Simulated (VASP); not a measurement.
## Pt5Au: single point with PBE

System: Pt5Au, a slab with vacuum.

```
Au Pt
1.0
     2.80800    0.00000    0.00000
    -1.40400    2.43180    0.00000
     0.00000    0.00000   27.46360
Au Pt
1 5
Direct
  0.16667 0.33333 0.29115
  0.50000 0.00000 0.37546
  0.83333 0.66667 0.45854
  0.16667 0.33333 0.54146
  0.50000 0.00000 0.62454
  0.83333 0.66667 0.70885
```

```yaml
Program: VASP 6.6.1
Task: single point
Functional: PBE
Potentials_or_basis: VASP PAW PBE potentials, release 64 (Au, Pt)
Cutoff: 520 eV
k_mesh: 13 × 13 × 1
Occupations: fermi-dirac, width 0.08 eV
Spin: no spin polarisation
```

| Property | Result |
| --- | --- |
| Largest force | 0.636 eV/Å |
| Band gap on the k mesh | zero (an odd number of electrons rules out a gap without spin polarisation) |

Forces in eV/Å, atoms in the order of the input:
```
Au   0.000  0.000 -0.636
Pt   0.000  0.000  0.474
Pt   0.000  0.000  0.168
Pt   0.000  0.000  0.019
Pt   0.000  0.000  0.001
Pt   0.000  0.000 -0.025
```

Levels at points of the mesh, in eV from the Fermi level:
| k point | band 27 | band 28 | band 29 | band 30 | band 31 | band 32 | band 33 | band 34 | band 35 | band 36 |
| --- | --- | --- | --- | --- | --- | --- | --- | --- | --- | --- |
| (0.00, 0.00, 0.00) | -1.57 | -1.44 | -1.44 | -0.99 | -0.99 | -0.41 | -0.41 | -0.20 | -0.04 | -0.04 |

Wall time 20 min on 1 thread of Intel Xeon 8259CL (shared host), peak memory 0.38 GiB.

Caveat: spin-orbit coupling is left out, which moves the levels of the heavy elements.
